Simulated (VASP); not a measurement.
Wanted: the native input for a VASP 6.6.1 run.

| Property | Result |
| --- | --- |
| Task | single point |
| Functional | PBE |
| Potentials or basis | VASP PAW PBE potentials, release 64 (Al) |
| Cutoff | 520 eV |
| k mesh | 26 × 26 × 26 |
| Occupations | gaussian, width 0.1 eV |
| Spin | no spin polarisation |
| Dipole correction | no |
| Further INCAR settings | ALGO = Fast; EDIFF = 1e-06; NBANDS = 8 |

The structure of Al lies in POSCAR:

```
Al
1.0
   -1.3688928715      1.3690850965      1.9363764361
    1.3688928715     -1.3690850965      1.9363764361
    1.3688928715      1.3690850965     -1.9363764361
Al
1
Direct
    0.5000000000      0.5000000000      0.0000000000
```

One way to write it, as run:

INCAR

```
ALGO     = Fast           # electronic algorithm
EDIFF    = 1E-6           # SCF threshold, eV
ENCUT    = 520            # plane-wave cutoff, eV
GGA      = PE             # functional
ISIF     = 2              # what is computed and relaxed
ISMEAR   = 0              # smearing method
LASPH    = T              # aspherical terms in the spheres
LCHARG   = F              # write CHGCAR
LREAL    = F              # projectors in reciprocal space
LWAVE    = F              # write WAVECAR
NBANDS   = 8              # bands
NELM     = 80             # most SCF steps
PREC     = Accurate       # precision mode
SIGMA    = 0.1            # smearing width, eV
```

KPOINTS

```
k-points
0
Gamma
  26 26 26
```

Potentials or basis: VASP PAW PBE potentials, release 64 (Al).

Run with:

```bash
$ cat potpaw_PBE.64/Al/POTCAR > POTCAR
$ mpirun -np 1 vasp_std > vasp.out
```

Results of the run:

```yaml
Pressure: 13.2 GPa
Band_gap_on_the_k_mesh: zero (an odd number of electrons rules out a gap without spin polarisation)
```

Caveat: the cell stands under pressure.

Run time: 69 s on 1 thread of Intel(R) Xeon(R) 6975P-C (Granite Rapids) (shared host), peak memory 0.33 GiB.
